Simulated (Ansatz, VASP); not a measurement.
# TaRu in VASP and in Ansatz

```xyz
2
Lattice="3.0428 0.0000 0.0000 0.0000 3.0428 0.0000 0.0000 0.0000 3.3777" Properties=species:S:1:pos:R:3 pbc="T T T"
Ta    1.5214    1.5214    1.6888
Ru    0.0000    0.0000    0.0000
```

Change from the starting cell: volume scaled by 0.99, crystal datasets.

Alike in both runs: task electric field gradients; functional LDA; k mesh 11 × 11 × 10; occupations fermi-dirac, width 0.05 eV; no spin polarisation.

|  | VASP | Ansatz |
| --- | --- | --- |
| version | VASP 6.6.1 | Ansatz 0.2.0 |
| potentials or method | VASP PAW LDA potentials, release 64 (Ta_pv, Ru_pv), cutoff 520 eV | all-electron PAW with datasets made for the crystal, scalar-relativistic |

|  | VASP | Ansatz | Ansatz less VASP |
| --- | --- | --- | --- |
| pressure (GPa) | -7.0 | -7.8 | -0.80 |
| traceless stress, the component that is largest in VASP (GPa) | 0.65 | 0.76 | +0.107 |
| size of Vzz on the site where it differs most (V/Å²) | 27.9 | 21.1 | -6.81 |

LDA's correlation is that of Perdew and Zunger in VASP and of Perdew and Wang (1992) in Ansatz. Ansatz ran all-electron here, and VASP with PAW potentials.

Spin-orbit coupling is off throughout.
